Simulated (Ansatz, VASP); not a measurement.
RbCaH3 in VASP and in Ansatz

The input INCAR:

```
SYSTEM = RbCaH3
PREC = Accurate
ENCUT = 520
EDIFF = 1E-6
ISMEAR = 0
SIGMA = 0.05
LREAL = .FALSE.
LASPH = .TRUE.
NELM = 100
ALGO = Normal
ISIF = 2
LWAVE = .FALSE.
LCHARG = .FALSE.
GGA = CA
NBANDS = 19
```

Contents of KPOINTS:

```
regular mesh
0
G
  6 6 6
  0 0 0
```

Contents of POSCAR:

```
RbCaH3
1.0
    4.5470000000      0.0000000000      0.0000000000
    0.0000000000      4.5470000000      0.0000000000
    0.0000000000      0.0000000000      4.5470000000
Rb Ca H
1 1 3
Direct
    0.0047615208      0.0047615208      0.0047615208
    0.5000000000      0.5000000000      0.5000000000
    0.0000000000      0.5000000000      0.5000000000
    0.5000000000      0.0000000000      0.5000000000
    0.5000000000      0.5000000000      0.0000000000
```

Input for Ansatz:

```yaml
crystal:
  lattice:
    - [4.547, 0.0, 0.0]
    - [0.0, 4.547, 0.0]
    - [0.0, 0.0, 4.547]
  atoms:
    - { symbol: Rb, position: [0.0047615208, 0.0047615208, 0.0047615208] }
    - { symbol: Ca, position: [0.5, 0.5, 0.5] }
    - { symbol: H, position: [0.0, 0.5, 0.5] }
    - { symbol: H, position: [0.5, 0.0, 0.5] }
    - { symbol: H, position: [0.5, 0.5, 0.0] }
basis:
  ecutwfc: 420
kpoints:
  mp_grid: { grid: [6, 6, 6] }
hamiltonian:
  xc: lda
scf:
  occupations: { method: gaussian, width: 0.05 }
output:
  forces: true
  stress: true
  eigenvalues: true
```

Change from the starting cell: all Rb atoms moved +0.037 Å, as atom 1 along Cartesian [1 1 1].

Alike in both runs: task single point; functional LDA; k mesh 6 × 6 × 6; occupations gaussian, width 0.05 eV; no spin polarisation.

```csv
,VASP,Ansatz
version,VASP 6.6.1,Ansatz 0.2.0
potentials or method,"VASP PAW LDA potentials, release 64 (Rb_sv, Ca_sv, H), cutoff 520 eV","scalar-relativistic, plane waves, PAW"
valence electrons in the cell,22,22
```

|  | VASP | Ansatz | Ansatz less VASP |
| --- | --- | --- | --- |
| gap on the k mesh at the Fermi level (eV) | 2.92 | 2.93 | +0.009 |
| least direct gap on the mesh (eV) | 2.92 | 2.93 | +0.009 |
| pressure (GPa) | -2.4 | -2.4 | -0.02 |
| rms of the force components (eV/Å) | 0.012 | 0.012 | -0.0001 |

LDA's correlation is that of Perdew and Zunger in VASP and of Perdew and Wang (1992) in Ansatz. Atom by atom the forces differ by 0.000 eV/Å (rms over components).
